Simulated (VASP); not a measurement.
Runs of VASP 6.6.1 on Si. The structure is that of space group C2/m (No. 12), or close to it. The cells are those of the table. 

```tsv
level	cell	k mesh	grid for exact exchange (PRECFOCK)	share of exact exchange	screening parameter	gap on the mesh (eV)	pressure (GPa)
PBEsol-based global hybrid with 25 % exact exchange	a = 2.600, b = 2.790, c = 2.541 Å, angles 103.0, 100.8, 122.2°, 1 atom	7 × 7 × 6	Normal	0.25	-	none	-0.2
PBEsol-based screened hybrid with 25 % exact exchange	a = 2.603, b = 2.795, c = 2.544 Å, angles 103.0, 100.8, 122.3°, 1 atom	7 × 7 × 6	Normal	0.25	0.207 1/Å	none	(a)
PBE0	a = 2.617, b = 2.814, c = 2.534 Å, angles 102.1, 99.7, 123.2°, 1 atom	7 × 7 × 6	Normal	0.25	-	none	-0.3
revPBE	a = 2.626, b = 2.844, c = 2.601 Å, angles 103.4, 99.7, 122.8°, 1 atom	13 × 13 × 11	-	-	-	none	-0.3
```

Alike in all rows: task single point; potentials or basis VASP PAW PBE potentials, release 64 (Si); no spin polarisation; cutoff (eV) 520; smearing fermi-dirac 0.05 eV.

Task: Estimate the missing entries.

Result: (a) 0.0.

Caveats: some runs use coarse meshes; the PAW data sets were made with another functional, which shifts forces and pressure a little.

A gap of «none» marks levels without a gap at the run's occupations.
